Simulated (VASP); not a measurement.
# AgAu in VASP: further runs

The runs below take AgAu through single point, with r2SCAN+U.

All numbers are computed with VASP 6.6.1; they aren't measurements. Logs are shortened: lines on timing, memory, paths and dates and some standing lists are left out, and cuts for length are marked.

**1. The cell of the first run**

The cell holds a slab with vacuum, 6 atoms: a = 2.915 Å, b = 2.915 Å, c = 26.827 Å, α = 90.00°, β = 90.00°, γ = 120.00°.

**2. Single point, r2SCAN+U**

File POSCAR:

```
AgAu
1.0
    2.9151757342      0.0000000000      0.0000000000
   -1.4575878671      2.5246162423      0.0000000000
    0.0000000000      0.0000000000     26.8266026957
Au Ag
3 3
Direct
    0.3333333333      0.6666666667      0.2795732313
    0.0000000000      0.0000000000      0.4559146463
    0.6666666667      0.3333333333      0.6322560612
    0.6666666667      0.3333333333      0.3677439388
    0.3333333334      0.6666666667      0.5440853537
    0.0000000000      0.0000000000      0.7204267687
```

File INCAR.step1:

```
PREC = Accurate ; ENCUT = 520
ISMEAR = -1 ; SIGMA = 0.05
LREAL = False ; LASPH = True
NELM = 150 ; LMAXMIX = 4
LDAU = True ; LDAUTYPE = 2
LDAUL = 2 2 ; LDAUU = 3.5 5.3
LDAUJ = 0 0 ; LDIPOL = True
IDIPOL = 3 ; DIPOL = 0.5 0.5 0.500
NBANDS = 42 ; GGA = PE
ALGO = Normal ; EDIFF = 1E-4
LWAVE = True ; LCHARG = False
```

File INCAR.step2:

```
PREC = Accurate ; ENCUT = 520
EDIFF = 1E-6 ; ISMEAR = -1
SIGMA = 0.05 ; LREAL = False
LASPH = True ; NELM = 150
ALGO = Normal ; ISIF = 2
LWAVE = False ; LCHARG = False
LMAXMIX = 4 ; LDAU = True
LDAUTYPE = 2 ; LDAUL = 2 2
LDAUU = 3.5 5.3 ; LDAUJ = 0 0
LDAUPRINT = 1 ; LDIPOL = True
IDIPOL = 3 ; DIPOL = 0.5 0.5 0.500
METAGGA = R2SCAN ; LMIXTAU = True
NBANDS = 42 ; ISTART = 1
```

File KPOINTS:

```
regular mesh
0
Gamma
  8 8 1
```

Potentials or basis: VASP PAW PBE potentials, release 64 (Au, Ag).

The run is started by

```console
$ cat potpaw_PBE.64/Au/POTCAR potpaw_PBE.64/Ag/POTCAR > POTCAR
$ cp INCAR.step1 INCAR
$ mpirun -np 1 vasp_std > vasp.out
$ cp INCAR.step2 INCAR
$ mpirun -np 1 vasp_std > vasp.out
```

OUTCAR:

```text
PREC = Accurate
   ENCUT = 520
   EDIFF = 1E-6
   ISMEAR = -1
   LREAL = False
   LASPH = True
   NELM = 150
   ISIF = 2
   METAGGA = R2SCAN
   ISTART = 1

 ion  position               nearest neighbor table
   1  0.333  0.667  0.280-   4 2.90   4 2.90   4 2.90
   2  0.000  0.000  0.456-   5 2.90   5 2.90   5 2.90   4 2.90   4 2.90   4 2.90
   3  0.667  0.333  0.632-   5 2.90   6 2.90   6 2.90   6 2.90   5 2.90   5 2.90
   4  0.667  0.333  0.368-   1 2.90   1 2.90   2 2.90   2 2.90   2 2.90   1 2.90
   5  0.333  0.667  0.544-   2 2.90   2 2.90   2 2.90   3 2.90   3 2.90   3 2.90
   6  0.000  0.000  0.720-   3 2.90   3 2.90   3 2.90

  LATTYP: Found a hexagonal cell.
 ALAT       =     2.9151757342
 C/A-ratio  =     9.2023964048

  Lattice vectors:

 A1 = (   2.9151757342,   0.0000000000,   0.0000000000)
 A2 = (  -1.4575878671,   2.5246162423,   0.0000000000)
 A3 = (   0.0000000000,   0.0000000000,  26.8266026957)

Analysis of symmetry for initial positions (statically):
=====================================================================
 Subroutine PRICEL returns:
 Original cell was already a primitive cell.

 Routine SETGRP: Setting up the symmetry group for a
 hexagonal supercell.

 Subroutine GETGRP returns: Found  6 space group operations
 (whereof  6 operations were pure point group operations)
 out of a pool of 24 trial point group operations.

The static configuration has the point symmetry C_3v.

Analysis of symmetry for dynamics (positions and initial velocities):
=====================================================================
 Subroutine PRICEL returns:
 Original cell was already a primitive cell.

 Routine SETGRP: Setting up the symmetry group for a
 hexagonal supercell.

 Subroutine GETGRP returns: Found  6 space group operations
 (whereof  6 operations were pure point group operations)
 out of a pool of 24 trial point group operations.

The dynamic configuration has the point symmetry C_3v.

 Subroutine INISYM returns: Found  6 space group operations
[... 137 lines left out ...]

spin component  1
[... 182 lines left out ...]
  o =  0.9445  v =  0.0000 -0.3423  0.0000 -0.0000  0.9396  0.0000  0.0000  0.0000  0.0000  0.0000      0.0000  0.0000  0.0000  0.0000  0.0000  0.0000  0.0000  0.0000  0.0000  0.0000
  o =  0.9445  v =  0.0000  0.0000  0.0000  0.0000  0.0000  0.0000 -0.3423  0.0000 -0.0000  0.9396      0.0000  0.0000  0.0000  0.0000  0.0000  0.0000  0.0000  0.0000  0.0000  0.0000
  o =  0.9445  v =  0.9396  0.0000 -0.0000 -0.3423 -0.0000  0.0000  0.0000  0.0000  0.0000  0.0000      0.0000  0.0000  0.0000  0.0000  0.0000  0.0000  0.0000  0.0000  0.0000  0.0000
  o =  0.9445  v =  0.0000  0.0000  0.0000  0.0000  0.0000  0.9396  0.0000 -0.0000 -0.3423 -0.0000      0.0000  0.0000  0.0000  0.0000  0.0000  0.0000  0.0000  0.0000  0.0000  0.0000
  o =  0.9500  v =  0.0000  0.9396  0.0000  0.0000  0.3423  0.0000  0.0000  0.0000  0.0000  0.0000      0.0000  0.0000  0.0000  0.0000  0.0000  0.0000  0.0000  0.0000  0.0000  0.0000
  o =  0.9500  v =  0.0000  0.0000  0.0000  0.0000  0.0000  0.0000  0.9396  0.0000  0.0000  0.3423      0.0000  0.0000  0.0000  0.0000  0.0000  0.0000  0.0000  0.0000  0.0000  0.0000
  o =  0.9500  v =  0.0000  0.0000  0.0000  0.0000  0.0000 -0.3423  0.0000  0.0000 -0.9396  0.0000      0.0000  0.0000  0.0000  0.0000  0.0000  0.0000  0.0000  0.0000  0.0000  0.0000
  o =  0.9500  v = -0.3423  0.0000  0.0000 -0.9396  0.0000  0.0000  0.0000  0.0000  0.0000  0.0000      0.0000  0.0000  0.0000  0.0000  0.0000  0.0000  0.0000  0.0000  0.0000  0.0000
  o =  0.9520  v =  0.0000  0.0000  0.0000  0.0000  0.0000  0.0000  0.0000 -1.0000  0.0000  0.0000      0.0000  0.0000  0.0000  0.0000  0.0000  0.0000  0.0000  0.0000  0.0000  0.0000
  o =  0.9520  v =  0.0000  0.0000 -1.0000  0.0000  0.0000  0.0000  0.0000  0.0000  0.0000  0.0000      0.0000  0.0000  0.0000  0.0000  0.0000  0.0000  0.0000  0.0000  0.0000  0.0000

 number of electron      66.0000006 magnetization

 dipolmoment           0.000000      0.000000     -0.015552 electrons x Angstroem

 Free energy of the ion-electron system (eV)
  ---------------------------------------------------
  ext. energy  EPLUGINS =         0.00000000
  ---------------------------------------------------
  free energy    TOTEN  =      -205.37937146 eV

  energy without entropy =     -205.35953201  energy(sigma->0) =     -205.36945174

 E-fermi :   2.2293     XC(G=0):  -7.4043

 val. band max:        2.0703235764   @ k =   0.2500   0.2500   0.0000
 cond. band min:       2.2402472332   @ k =   0.3750   0.1250   0.0000
 fundamental gap:      0.1699236569
 Fermi energy:         2.2292875949

 k-point     1 :       0.0000    0.0000    0.0000
  band No.  band energies     occupation
      1      -6.1843      2.00000
      2      -5.7930      2.00000
      3      -5.3873      2.00000
      4      -5.2430      2.00000
      5      -5.0831      2.00000
      6      -4.9130      2.00000
[... 439 lines left out ...]
     41       8.4737      0.00000
     42       9.1136      0.00000

------------------------ aborting loop because EDIFF is reached ----------------------------------------

 vacuum level on the upper side and lower side of the slab       (xc-potential included)        -0.185         0.191

  FORCE on cell =-STRESS in cart. coord.  units (eV):
  Direction    XX          YY          ZZ          XY          YZ          ZX
  --------------------------------------------------------------------------------------
  -------------------------------------------------------------------------------------
  Total       -1.7900420     -1.7900420     -1.1820322      0.0000000      0.0000000      0.0000000
  in kB      -14.5260663    -14.5260663     -9.5921091      0.0000000      0.0000000      0.0000000
  external PRESSURE =     -12.8814139 kB  Pullay stress =       0.0000000 kB

 VOLUME and BASIS-vectors are now :
 -----------------------------------------------------------------------------
  energy-cutoff  :      520.00
  volume of cell :      197.44
      direct lattice vectors                 reciprocal lattice vectors
     2.915175734  0.000000000  0.000000000     0.343032493  0.198049902  0.000000000
    -1.457587867  2.524616242  0.000000000     0.000000000  0.396099804  0.000000000
     0.000000000  0.000000000 26.826602696     0.000000000  0.000000000  0.037276431

 POSITION                                       TOTAL-FORCE (eV/Angst)
 -----------------------------------------------------------------------------------
     -0.00000      1.68308      7.50000        -0.000000     -0.000000      0.066783
      0.00000      0.00000     12.23064        -0.000000     -0.000000     -0.060008
      1.45759      0.84154     16.96128        -0.000000     -0.000000     -0.130974
      1.45759      0.84154      9.86532         0.000000      0.000000      0.084196
      0.00000      1.68308     14.59596         0.000000     -0.000000      0.047941
      0.00000      0.00000     19.32660         0.000000     -0.000000     -0.007938
 -----------------------------------------------------------------------------------
    total drift:                               -0.000001      0.000000     -0.000419

  FREE ENERGIE OF THE ION-ELECTRON SYSTEM (eV)
  ---------------------------------------------------
  free  energy   TOTEN  =      -205.3793714642 eV

  energy  without entropy=     -205.3595320118  energy(sigma->0) =     -205.36945174

 vacuum level on the upper side and lower side of the slab         6.525         6.912
```

OSZICAR.step1:

```text
N       E                     dE             d eps       ncg     rms          rms(c)
DAV:   1     0.458340300306E+03    0.45834E+03   -0.32844E+04   840   0.142E+03
DAV:   2     0.600868725022E+01   -0.45233E+03   -0.42888E+03   928   0.313E+02
DAV:   3    -0.772807789445E+01   -0.13737E+02   -0.13536E+02   938   0.566E+01
[... 15 lines left out ...]
DAV:  19    -0.722249372563E+01   -0.55339E-03   -0.88576E-04   882   0.275E-01    0.154E-01
DAV:  20    -0.722222929574E+01    0.26443E-03   -0.10684E-04   566   0.963E-02    0.138E-01
DAV:  21    -0.722206819706E+01    0.16110E-03   -0.47213E-05   558   0.549E-02    0.125E-01
DAV:  22    -0.722149968466E+01    0.56851E-03   -0.81656E-04   804   0.249E-01    0.636E-02
DAV:  23    -0.722140980048E+01    0.89884E-04   -0.23662E-04   748   0.107E-01
   1 F= -.72214098E+01 E0= -.72098221E+01  d E =-.231753E-01
```

Wall time 21 min (1 thread of Intel Xeon 8259CL, shared host); peak memory 0.38 GiB.

What came out:

| Item | Value |
| --- | --- |
| Free energy | -205.3794 eV |
| Largest force | 0.131 eV/Å |
| Band gap on the k mesh | zero (bands 33 and 34 overlap by 6.26 eV) |

Forces in eV/Å, atoms in the order of the input:
```
Au   0.000  0.000  0.067
Au   0.000  0.000 -0.060
Au   0.000  0.000 -0.131
Ag   0.000  0.000  0.084
Ag   0.000  0.000  0.048
Ag   0.000  0.000 -0.008
```

Eigenvalues of the final occupation matrices:
```tsv
site	spin	trace	eigenvalues
site 1 d	1	4.50	0.89 0.89 0.90 0.91 0.91
site 1 d	2	4.50	0.89 0.89 0.90 0.91 0.91
site 2 d	1	4.50	0.89 0.90 0.90 0.91 0.91
site 2 d	2	4.50	0.89 0.90 0.90 0.91 0.91
site 3 d	1	4.50	0.89 0.90 0.90 0.91 0.91
site 3 d	2	4.50	0.89 0.90 0.90 0.91 0.91
site 4 d	1	4.75	0.95 0.95 0.95 0.95 0.95
site 4 d	2	4.75	0.95 0.95 0.95 0.95 0.95
site 5 d	1	4.74	0.95 0.95 0.95 0.95 0.95
site 5 d	2	4.74	0.95 0.95 0.95 0.95 0.95
site 6 d	1	4.74	0.94 0.94 0.95 0.95 0.95
site 6 d	2	4.74	0.94 0.94 0.95 0.95 0.95
```

Caveat: the PAW data sets were made with another functional, which shifts forces and pressure a little; spin-orbit coupling is left out, which moves the levels of the heavy elements; U without spin polarisation on a metal has little footing; the U is typed as a test and isn't derived for this compound.

**3. Single point, r2SCAN+U**

POSCAR is that of step 2.

File INCAR.step1:

```
SYSTEM = AgAu
PREC = Accurate ; ENCUT = 520
ISMEAR = -1 ; SIGMA = 0.05
LREAL = .FALSE. ; LASPH = .TRUE.
NELM = 150 ; LMAXMIX = 4
LDAU = .TRUE. ; LDAUTYPE = 2
LDAUL = 2 2 ; LDAUU = 3.5 5.3
LDAUJ = 0 0 ; LDIPOL = .TRUE.
IDIPOL = 3 ; DIPOL = 0.5 0.5 0.500
NBANDS = 42 ; GGA = PE
ALGO = Normal ; EDIFF = 1E-4
LWAVE = .TRUE. ; LCHARG = .FALSE.
```

File INCAR.step2:

```
SYSTEM = AgAu
PREC = Accurate ; ENCUT = 520
EDIFF = 1E-7 ; ISMEAR = -1
SIGMA = 0.05 ; LREAL = .FALSE.
LASPH = .TRUE. ; NELM = 150
ALGO = Normal ; ISIF = 2
LWAVE = .FALSE. ; LCHARG = .FALSE.
LMAXMIX = 4 ; LDAU = .TRUE.
LDAUTYPE = 2 ; LDAUL = 2 2
LDAUU = 3.5 5.3 ; LDAUJ = 0 0
LDAUPRINT = 1 ; LDIPOL = .TRUE.
IDIPOL = 3 ; DIPOL = 0.5 0.5 0.500
METAGGA = R2SCAN ; LMIXTAU = .TRUE.
NBANDS = 42 ; ISTART = 1
```

File KPOINTS:

```
regular mesh
0
G
  8 8 1
  0 0 0
```

Potentials or basis: VASP PAW PBE potentials, release 64 (Au, Ag).

The run is started by

```console
$ cat potpaw_PBE.64/Au/POTCAR potpaw_PBE.64/Ag/POTCAR > POTCAR
$ cp INCAR.step1 INCAR
$ mpirun -np 1 vasp_std > vasp.out
$ cp INCAR.step2 INCAR
$ mpirun -np 1 vasp_std > vasp.out
```

It took 23 min on 1 thread of Intel Xeon 8259CL, shared host; peak memory 0.39 GiB.

The run converged. Its results:

- Free energy: -205.3794 eV
- Largest force: 0.131 eV/Å
- Band gap on the k mesh: zero (bands 33 and 34 overlap by 6.26 eV)

Forces on the atoms (eV/Å):
```
Au   0.000  0.000  0.067
Au   0.000  0.000 -0.060
Au   0.000  0.000 -0.131
Ag   0.000  0.000  0.084
Ag   0.000  0.000  0.048
Ag   0.000  0.000 -0.008
```

Levels at points of the mesh, in eV from the Fermi level:
```csv
k point,band 29,band 30,band 31,band 32,band 33,band 34,band 35,band 36,band 37,band 38
"(0.00, 0.00, 0.00)",-3.81,-3.81,-3.64,-3.64,-3.52,-3.52,-2.43,-0.46,0.47,4.11
"(0.50, 0.00, 0.00)",-2.74,-2.66,0.23,0.64,1.02,1.44,1.70,1.95,3.29,3.98
```

Eigenvalues of the final occupation matrices:
```
    site  spin  trace               eigenvalues
site 1 d     1   4.50  0.89 0.89 0.90 0.91 0.91
site 1 d     2   4.50  0.89 0.89 0.90 0.91 0.91
site 2 d     1   4.50  0.89 0.90 0.90 0.91 0.91
site 2 d     2   4.50  0.89 0.90 0.90 0.91 0.91
site 3 d     1   4.50  0.89 0.90 0.90 0.91 0.91
site 3 d     2   4.50  0.89 0.90 0.90 0.91 0.91
site 4 d     1   4.75  0.95 0.95 0.95 0.95 0.95
site 4 d     2   4.75  0.95 0.95 0.95 0.95 0.95
site 5 d     1   4.74  0.95 0.95 0.95 0.95 0.95
site 5 d     2   4.74  0.95 0.95 0.95 0.95 0.95
site 6 d     1   4.74  0.94 0.94 0.95 0.95 0.95
site 6 d     2   4.74  0.94 0.94 0.95 0.95 0.95
```

Caveat: the PAW data sets were made with another functional, which shifts forces and pressure a little; spin-orbit coupling is left out, which moves the levels of the heavy elements; U without spin polarisation on a metal has little footing; the U is typed as a test and isn't derived for this compound.

The gap in the log of VASP goes by the Fermi energy; the results here count the filled bands.